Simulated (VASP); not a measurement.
# Os3N (P6_3/mmc) in VASP: further runs

Os3N is run at these levels: PBE; tasks: single point, relaxation of cell and atoms.

Everything below comes from runs of VASP 6.6.1. Logs are shortened: lines on timing, memory, paths and dates and some standing lists are left out, and cuts for length are marked.

### Step 1. The cell of the first run

The structure is hexagonal, space group P6_3/mmc (No. 194). Conventional cell: a = 6.793 Å, b = 6.793 Å, c = 2.685 Å, α = 90.00°, β = 90.00°, γ = 120.00°. Within 2.8 Å of Os (site symmetry mm2) lie 2 N at 2.15 Å and 6 Os at 2.61 to 2.69 Å. Within 2.8 Å of N (site symmetry -6m2) lie 6 Os at 2.15 Å and 2 N at 2.69 Å.

### Step 2. Single point, PBE

Contents of INCAR:

```
ALGO = Fast ; EDIFF = 1E-7
ENCUT = 520 ; GGA = PE
ISIF = 2 ; ISMEAR = 0
LASPH = T ; LCHARG = F
LREAL = F ; LWAVE = F
NBANDS = 39 ; NELM = 60
PREC = Accurate ; SIGMA = 0.1
```

Contents of KPOINTS:

```
k-points
0
Gamma
  3 3 6
```

Contents of POSCAR:

```
Os3N
1.0
    6.7933443145      0.0000000000      0.0000000000
   -3.3966721573      5.8832087530      0.0000000000
    0.0000000000      0.0000000000      2.6850026906
Os N
6 2
Direct
    0.8098063706      0.6196127411      0.2500000000
    0.1901936294      0.8098063706      0.7500000000
    0.3803872589      0.1901936294      0.2500000000
    0.1901936294      0.3803872589      0.7500000000
    0.8098063706      0.1901936294      0.2500000000
    0.6196127411      0.8098063706      0.7500000000
    0.3333333333      0.6666666667      0.2500000000
    0.6666666667      0.3333333333      0.7500000000
```

Potentials or basis: VASP PAW PBE potentials, release 64 (Os, N).

Command:

```bash
cat potpaw_PBE.64/Os/POTCAR potpaw_PBE.64/N/POTCAR > POTCAR
mpirun -np 1 vasp_std > vasp.out
```

OUTCAR:

```text
EDIFF = 1E-7
   ENCUT = 520
   GGA = PE
   ISIF = 2
   ISMEAR = 0
   LASPH = T
   LREAL = F
   NELM = 60
   PREC = Accurate

 ion  position               nearest neighbor table
   1  0.810  0.620  0.250-   8 2.15   8 2.15   2 2.61   2 2.61   6 2.61   6 2.61   3 2.92   5 2.92

   2  0.190  0.810  0.750-   7 2.15   7 2.15   1 2.61   1 2.61   3 2.61   3 2.61   6 2.92   4 2.92

   3  0.380  0.190  0.250-   8 2.15   8 2.15   2 2.61   2 2.61   4 2.61   4 2.61   1 2.92   5 2.92

   4  0.190  0.380  0.750-   7 2.15   7 2.15   5 2.61   5 2.61   3 2.61   3 2.61   6 2.92   2 2.92

   5  0.810  0.190  0.250-   8 2.15   8 2.15   4 2.61   4 2.61   6 2.61   6 2.61   3 2.92   1 2.92

   6  0.620  0.810  0.750-   7 2.15   7 2.15   5 2.61   5 2.61   1 2.61   1 2.61   4 2.92   2 2.92

   7  0.333  0.667  0.250-   6 2.15   6 2.15   4 2.15   4 2.15   2 2.15   2 2.15
   8  0.667  0.333  0.750-   3 2.15   3 2.15   1 2.15   1 2.15   5 2.15   5 2.15

  LATTYP: Found a hexagonal cell.
 ALAT       =     6.7933443145
 C/A-ratio  =     0.3952401890

  Lattice vectors:

 A1 = (   6.7933443145,   0.0000000000,   0.0000000000)
 A2 = (  -3.3966721573,   5.8832087530,   0.0000000000)
 A3 = (   0.0000000000,   0.0000000000,   2.6850026906)

Analysis of symmetry for initial positions (statically):
=====================================================================
 Subroutine PRICEL returns:
 Original cell was already a primitive cell.

 Routine SETGRP: Setting up the symmetry group for a
 hexagonal supercell.

 Subroutine GETGRP returns: Found 24 space group operations
 (whereof 12 operations were pure point group operations)
 out of a pool of 24 trial point group operations.

The static configuration has the point symmetry D_3d.
 The point group associated with its full space group is D_6h.

Analysis of symmetry for dynamics (positions and initial velocities):
=====================================================================
 Subroutine PRICEL returns:
 Original cell was already a primitive cell.

 Routine SETGRP: Setting up the symmetry group for a
 hexagonal supercell.

 Subroutine GETGRP returns: Found 24 space group operations
 (whereof 12 operations were pure point group operations)
 out of a pool of 24 trial point group operations.

The dynamic configuration has the point symmetry D_3d.
 The point group associated with its full space group is D_6h.

 Subroutine INISYM returns: Found 24 space group operations
 (whereof 12 operations are pure point group operations),
 and found     1 'primitive' translations

----------------------------------------------------------------------------------------

                                     Primitive cell

  volume of cell :     107.3106

  direct lattice vectors                    reciprocal lattice vectors
     6.793344314  0.000000000  0.000000000     0.147202902  0.084987635  0.000000000
    -3.396672157  5.883208753  0.000000000     0.000000000  0.169975271  0.000000000
     0.000000000  0.000000000  2.685002691     0.000000000  0.000000000  0.372439105

  length of vectors
     6.793344314  6.793344315  2.685002691     0.169975271  0.169975271  0.372439105

  position of ions in fractional coordinates (direct lattice)
     0.809806371  0.619612741  0.250000000
     0.190193629  0.809806371  0.750000000
     0.380387259  0.190193629  0.250000000
     0.190193629  0.380387259  0.750000000
     0.809806371  0.190193629  0.250000000
     0.619612741  0.809806371  0.750000000
     0.333333333  0.666666667  0.250000000
     0.666666667  0.333333333  0.750000000

  ion indices of the primitive-cell ions
   primitive index   ion index
                 1           1
                 2           2
                 3           3
                 4           4
                 5           5
                 6           6
                 7           7
                 8           8

----------------------------------------------------------------------------------------

 KPOINTS: k-points

Automatic generation of k-mesh.
 Grid dimensions read from file:
 generate k-points for:    3    3    6

 Generating k-lattice:

  Cartesian coordinates                     Fractional coordinates (reciprocal lattice)
     0.049067634  0.028329212  0.000000000     0.333333333  0.000000000  0.000000000
     0.000000000  0.056658424  0.000000000     0.000000000  0.333333333  0.000000000
     0.000000000  0.000000000  0.062073184     0.000000000  0.000000000  0.166666667

  Length of vectors
     0.056658424  0.056658424  0.062073184

  Shift w.r.t. Gamma in fractional coordinates (k-lattice)
     0.000000000  0.000000000  0.000000000

 Subroutine IBZKPT returns following result:
 ===========================================

 Found     12 irreducible k-points:

 Following reciprocal coordinates:
            Coordinates               Weight
  0.000000  0.000000  0.000000      1.000000
  0.333333  0.000000  0.000000      6.000000
  0.333333  0.333333  0.000000      2.000000
  0.000000  0.000000  0.166667      2.000000
  0.333333  0.000000  0.166667     12.000000
  0.333333  0.333333  0.166667      4.000000
  0.000000  0.000000  0.333333      2.000000
  0.333333  0.000000  0.333333     12.000000
  0.333333  0.333333  0.333333      4.000000
  0.000000  0.000000  0.500000      1.000000
  0.333333  0.000000  0.500000      6.000000
  0.333333  0.333333  0.500000      2.000000
   k-points           NKPTS =     12   k-points in BZ     NKDIM =     12   number of bands    NBANDS=     39
   number of dos      NEDOS =    301   number of ions     NIONS =      8
   total plane-waves  NPLWV =  58320
   dimension x,y,z NGX =    54 NGY =   54 NGZ =   20
   dimension x,y,z NGXF=   108 NGYF=  108 NGZF=   40
   ions per type =               6   2
   NGX,Y,Z   is equivalent  to a cutoff of  13.21, 13.21, 12.38 a.u.
   NGXF,Y,Z  is equivalent  to a cutoff of  26.43, 26.43, 24.77 a.u.
 SYSTEM =  unknown system
   PREC   = accura    normal or accurate (medium, high low for compatibility)
   ISTART =      0    job   : 0-new  1-cont  2-samecut
   ICHARG =      2    charge: 1-file 2-atom 10-const
   ISPIN  =      1    spin polarized calculation?
   LNONCOLLINEAR =      F non collinear calculations
   LSORBIT =      F    spin-orbit coupling
   LASPH  =      T    aspherical Exc in radial PAW
   ENCUT  =  520.0 eV  38.22 Ry    6.18 a.u.  12.63 12.63  4.99*2*pi/ulx,y,z
   NELM   =     60;   NELMIN=  2; NELMDL= -5     # of ELM steps
   EDIFF  = 0.1E-06   stopping-criterion for ELM
   LREAL  =      F    real-space projection
   EDIFFG = 0.1E-05   stopping-criterion for IOM
   NSW    =      0    number of steps for IOM
   IBRION =     -1    ionic relax: 0-MD 1-quasi-New 2-CG
   NFREE  =      0    steps in history (QN), initial steepest desc. (CG)
   ISIF   =      2    stress and relaxation
   ISYM   =      2    0-nonsym 1-usesym 2-fastsym
   POTIM  = 0.5000    time-step for ionic-motion
   TEBEG  =    0.0;   TEEND  =   0.0 temperature during run
   PSTRESS=    0.0 pullay stress
   NELECT =      58.0000    total number of electrons
   NUPDOWN=      -1.0000    fix difference up-down
   EMIN   =  10.00;   EMAX   =-10.00  energy-range for DOS
   EFERMI =   0.00;   METHOD = LEGACY
   ISMEAR =     0;   SIGMA  =   0.10  broadening in eV -4-tet -1-fermi 0-gaus
   EFERMI_NEDOS =   21; number of points for ismear=-14 and -15
   IALGO  =     68    algorithm
   IMIX   =      4    mixing-type and parameters
     AMIX     =   0.40;   BMIX     =  1.00
     AMIX_MAG =   1.60;   BMIX_MAG =  1.00
  volume/ion in A,a.u.               =      13.41        90.52
  Fermi-wavevector in a.u.,A,eV,Ry     =   1.333532  2.520009 24.195327  1.778306
  Thomas-Fermi vector in A             =   2.462383
   LORBIT       =      0    0 simple, 1 ext, 2 COOP (PROOUT), +10 PAW based schemes
   GGA     = PE    functional components
   LHFCALC =     F    Hartree Fock is set to
   AEXX    =    0.0000 exact exchange contribution
   IVDW    =     0    specifies the selected vdW correction
   LEPSILON=     F    determine dielectric tensor
   LRPA    =     F    only Hartree local field effects (RPA)
 non-spin polarized calculation
 RMM-DIIS sequential band-by-band and
 Gauss-broadening in eV      SIGMA  =   0.10
  energy-cutoff  :      520.00
  volume of cell :      107.31
 maximum number of plane-waves:      2920
 NGX is ok and might be reduce to    50
   NGX = 25   NGY = 25   NGZ =  9

 number of electron      57.9999993 magnetization

 Free energy of the ion-electron system (eV)
  ---------------------------------------------------
  ext. energy  EPLUGINS =         0.00000000
  ---------------------------------------------------
  free energy    TOTEN  =       -77.64908613 eV

  energy without entropy =      -77.62693651  energy(sigma->0) =      -77.63801132

 E-fermi :   8.2717     XC(G=0): -13.1663

 val. band max:        8.2178818547   @ k =   0.0000   0.0000   0.3333
 cond. band min:       8.2813328262   @ k =   0.0000   0.0000   0.1667
 fundamental gap:      0.0634509715
 Fermi energy:         8.2717305023

 k-point     1 :       0.0000    0.0000    0.0000
  band No.  band energies     occupation
      1      -9.4878      2.00000
      2      -9.2069      2.00000
      3      -0.6329      2.00000
      4      -0.6329      2.00000
      5      -0.1454      2.00000
      6      -0.1454      2.00000
[... 31 lines left out ...]
     38       9.8277      0.00000
     39      10.0071      0.00000

 k-point     2 :       0.3333    0.0000    0.0000
  band No.  band energies     occupation
      1      -9.4142      2.00000
      2      -9.2545      2.00000
      3      -1.1849      2.00000
      4      -0.8074      2.00000
      5      -0.2061      2.00000
      6      -0.1431      2.00000
[... 31 lines left out ...]
     38      10.7470      0.00000
     39      10.8882      0.00000

 k-point     3 :       0.3333    0.3333    0.0000
  band No.  band energies     occupation
      1      -9.3278      2.00000
      2      -9.3278      2.00000
      3      -1.3836      2.00000
      4      -0.6301      2.00000
      5      -0.6301      2.00000
      6      -0.0169      2.00000
[... 31 lines left out ...]
     38      10.3371      0.00000
     39      10.7317      0.00000

 k-point     4 :       0.0000    0.0000    0.1667
  band No.  band energies     occupation
      1      -9.1914      2.00000
      2      -9.0084      2.00000
      3       0.1984      2.00000
      4       0.1984      2.00000
      5       0.2305      2.00000
      6       0.2305      2.00000
[... 31 lines left out ...]
     38      10.0545      0.00000
     39      10.7594      0.00000
[... 250 lines left out ...]
     38      10.5230      0.00000
     39      13.2405      0.00000

 k-point    11 :       0.3333    0.0000    0.5000
  band No.  band energies     occupation
      1      -8.3322      2.00000
      2      -8.3322      2.00000
      3      -1.0791      2.00000
      4      -1.0791      2.00000
      5       0.3368      2.00000
      6       0.3368      2.00000
[... 31 lines left out ...]
     38      10.8452      0.00000
     39      12.6529      0.00000

 k-point    12 :       0.3333    0.3333    0.5000
  band No.  band energies     occupation
      1      -8.3323      2.00000
      2      -8.3323      2.00000
      3      -1.0568      2.00000
      4      -1.0568      2.00000
      5       0.3105      2.00000
      6       0.3105      2.00000
[... 31 lines left out ...]
     38      11.2037      0.00000
     39      12.3309      0.00000

------------------------ aborting loop because EDIFF is reached ----------------------------------------

  FORCE on cell =-STRESS in cart. coord.  units (eV):
  Direction    XX          YY          ZZ          XY          YZ          ZX
  --------------------------------------------------------------------------------------
  -------------------------------------------------------------------------------------
  Total        0.3443524      0.3443524      0.3239812     -0.0000000      0.0000000      0.0000000
  in kB        5.1412779      5.1412779      4.8371303     -0.0000000      0.0000000      0.0000000
  external PRESSURE =       5.0398953 kB  Pullay stress =       0.0000000 kB

 VOLUME and BASIS-vectors are now :
 -----------------------------------------------------------------------------
  energy-cutoff  :      520.00
  volume of cell :      107.31
      direct lattice vectors                 reciprocal lattice vectors
     6.793344314  0.000000000  0.000000000     0.147202902  0.084987635  0.000000000
    -3.396672157  5.883208753  0.000000000     0.000000000  0.169975271  0.000000000
     0.000000000  0.000000000  2.685002691     0.000000000  0.000000000  0.372439105

 POSITION                                       TOTAL-FORCE (eV/Angst)
 -----------------------------------------------------------------------------------
      3.39667      3.64531      0.67125        -0.000000      0.127421     -0.000000
     -1.45860      4.76426      2.01375        -0.110350      0.063711     -0.000000
      1.93808      1.11895      0.67125        -0.110350     -0.063711      0.000000
     -0.00000      2.23790      2.01375         0.000000     -0.127421      0.000000
      4.85527      1.11895      0.67125         0.110350     -0.063711      0.000000
      1.45860      4.76426      2.01375         0.110350      0.063711      0.000000
     -0.00000      3.92214      0.67125        -0.000000      0.000000      0.000000
      3.39667      1.96107      2.01375        -0.000000      0.000000     -0.000000
 -----------------------------------------------------------------------------------
    total drift:                               -0.000000     -0.000000      0.000000

  FREE ENERGIE OF THE ION-ELECTRON SYSTEM (eV)
  ---------------------------------------------------
  free  energy   TOTEN  =       -77.6490861271 eV

  energy  without entropy=      -77.6269365090  energy(sigma->0) =      -77.63801132
```

Run time: 2.9 min. Hardware: 1 thread of Oxide Virtual Turin-like, shared host; peak memory 0.2 GiB.

Results:

| Property | Result |
| --- | --- |
| Free energy | -77.6491 eV |
| Pressure | 0.5 GPa |
| Largest force | 0.127 eV/Å |
| Band gap on the k mesh | zero (bands 29 and 30 overlap by 1.60 eV) |

Forces in eV/Å, atoms in the order of the input:
```
Os   0.000  0.127  0.000
Os  -0.110  0.064  0.000
Os  -0.110 -0.064  0.000
Os   0.000 -0.127  0.000
Os   0.110 -0.064  0.000
Os   0.110  0.064  0.000
N    0.000  0.000  0.000
N    0.000  0.000  0.000
```

Levels at points of the mesh, in eV from the Fermi level:
```csv
k point,band 27,band 28,band 29,band 30,band 31,band 32
"(0.00, 0.00, 0.00)",-1.61,-1.61,-1.21,-1.21,0.25,0.25
"(0.00, 0.00, 0.50)",0.08,0.08,0.08,0.08,1.05,1.05
```

Caveat: the k points lie up to 0.39 Å⁻¹ apart, too coarse for converged energies and pressures of a metal; spin-orbit coupling is left out, which moves the levels of the heavy elements.

(Continued in part 2 of 2.)

The gap in the log of VASP goes by the Fermi energy; the results here count the filled bands.